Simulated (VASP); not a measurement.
**NiMoIrPdW: single point with PBEsol**

Crystal: NiMoIrPdW.

```
Ni Mo Pd Ir W
1.0
     2.73932    0.00000    0.00000
    -1.36966    2.37232    0.00000
     0.00000    0.00000   10.84734
Ni Mo Pd Ir W
1 1 1 1 1
Direct
  0.33333 0.66667 0.59762
  0.00000 0.00000 0.41293
  0.66667 0.33333 0.79375
  0.66667 0.33333 0.19997
  0.33333 0.66667 0.99572
```

```
Program             : VASP 6.6.1
Task                : single point
Functional          : PBEsol
Potentials or basis : VASP PAW PBE potentials, release 64 (Ni, Mo_sv, Pd, Ir, W_sv)
Cutoff              : 520 eV
k mesh              : 7 × 7 × 2
Occupations         : fermi-dirac, width 0.05 eV
Spin                : collinear spin, ferromagnetic start
Starting moments    : [1.0, 1.0, 0.0, 0.6, 0.0] μB
```

```
Pressure                                              : 0.4 GPa
Largest force                                         : 0.032 eV/Å
Net moment                                            : 0.00 μB per cell
Valence electrons inside the program's atomic spheres : Ni 9.25; Mo 12.53; Pd 9.66; Ir 8.45; W 12.15
```

Forces in eV/Å, atoms in the order of the input:
```
Ni   0.000  0.000  0.017
Mo   0.000  0.000  0.000
Pd   0.000  0.000 -0.022
Ir   0.000  0.000  0.032
W    0.000  0.000 -0.026
```

Stress tensor (GPa, compression positive):
```
0.48 0.00 0.00
0.00 0.48 0.00
0.00 0.00 0.37
```

Levels at points of the mesh, in eV from the Fermi level:
Spin up:
| k point | band 25 | band 26 | band 27 | band 28 | band 29 | band 30 | band 31 | band 32 |
| --- | --- | --- | --- | --- | --- | --- | --- | --- |
| (0.00, 0.00, 0.00) | -1.58 | -1.58 | -1.16 | -1.16 | -1.02 | -0.38 | -0.38 | -0.14 |
| (0.00, 0.00, 0.50) | -1.58 | -1.50 | -1.50 | -1.42 | -1.42 | -0.26 | -0.26 | 0.30 |
Spin down:
```csv
k point,band 25,band 26,band 27,band 28,band 29,band 30,band 31,band 32
"(0.00, 0.00, 0.00)",-1.58,-1.58,-1.16,-1.16,-1.02,-0.38,-0.38,-0.14
"(0.00, 0.00, 0.50)",-1.58,-1.50,-1.50,-1.42,-1.42,-0.26,-0.26,0.30
```

Wall time 110 s on 1 thread of Intel(R) Xeon(R) Platinum 8559C (Emerald Rapids), on a shared host, peak memory 0.26 GiB.

Caveat: the k points lie up to 0.38 Å⁻¹ apart; the moments typed at the start vanished in this run; the PAW data sets were made with another functional, which shifts forces and pressure a little; spin-orbit coupling is left out, which moves the levels of the heavy elements.
